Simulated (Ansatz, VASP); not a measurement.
# One calculation of C, two programs

```
CELL_PARAMETERS angstrom
-2.45891 0.00000 0.00000
-1.22946 -2.12948 0.00000
0.00000 0.00000 11.54430
ATOMIC_POSITIONS crystal
C 0.66667 0.66667 0.15580
C 0.00000 0.00000 0.77915
C 0.33333 0.33333 0.46748
C 0.66667 0.66667 0.77920
C 0.00000 0.00000 0.46753
C 0.33333 0.33333 0.15585
```

Alike in both runs: task single point; functional PBEsol; k mesh 15 × 15 × 3; occupations gaussian, width 0.05 eV; no spin polarisation.

|  | VASP | Ansatz |
| --- | --- | --- |
| version | VASP 6.6.1 | Ansatz 0.2.0 |
| potentials or method | VASP PAW PBE potentials, release 64 (C), cutoff 520 eV | scalar-relativistic, plane waves, PAW |
| valence electrons in the cell | 24 | 24 |

Ansatz gave:

* gap on the k mesh at the Fermi level (eV): 0.10
* least direct gap on the mesh (eV): 0.10
* pressure (GPa): 0.0
* traceless stress, the component that is largest in VASP (GPa): -0.06

Problem. What did VASP give for the same quantities?

Solution. gap on the k mesh at the Fermi level (eV): 0.10; least direct gap on the mesh (eV): 0.10; pressure (GPa): 0.6; traceless stress, the component that is largest in VASP (GPa): -0.72.

VASP's potentials were made for PBE, not for PBEsol. The functional is the same, so the differences come from potentials, cutoffs and numerics.
